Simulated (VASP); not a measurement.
## BN: single point with PBEsol

The system is BN.

```
B N
1.0
     2.50378    0.00000    0.00000
    -1.25189    2.16833    0.00000
     0.00000    0.00000    7.03410
B N
2 2
Direct
  0.33333 0.66667 0.25000
  0.66667 0.33333 0.75000
  0.33333 0.66667 0.75000
  0.66667 0.33333 0.25000
```

```yaml
Program: VASP 6.6.1
Task: single point
Functional: PBEsol
Potentials_or_basis: VASP PAW PBE potentials, release 64 (B, N)
Cutoff: 520 eV
k_mesh: 12 × 12 × 4
Occupations: gaussian, width 0.05 eV
Spin: no spin polarisation
```

```yaml
Pressure: 0.4 GPa
Band_gap_on_the_k_mesh: 4.26 eV, indirect (least direct gap 4.60 eV)
```

Stress tensor (GPa, compression positive):
```
 0.72  0.00  0.00
 0.00  0.72  0.00
 0.00  0.00 -0.12
```

Levels at points of the mesh, in eV from the valence-band top:
```
           k point  band 5  band 6  band 7  band 8  band 9  band 10  band 11  band 12
(0.00, 0.00, 0.00)   -1.31   -1.31   -1.29   -1.29    4.75     9.49    11.53    11.53
(0.50, 0.00, 0.00)   -4.13   -4.09   -1.31   -0.56    4.26     5.36     9.42     9.92
(0.00, 0.00, 0.50)   -1.30   -1.30   -1.30   -1.30    6.84     6.84    11.56    11.56
(0.50, 0.00, 0.50)   -4.11   -4.11   -0.92   -0.92    4.67     4.67     9.81     9.81
```

Wall time 22 s on 1 thread of Intel(R) Xeon(R) Platinum 8375C CPU @ 2.90GHz (Ice Lake) (shared host), peak memory 0.16 GiB.

Caveat: the PAW data sets were made with another functional, which shifts forces and pressure a little; this functional lacks dispersion, which binds the layers, so the pressure and a relaxed spacing across them are unreliable. A k mesh can miss the band edges.
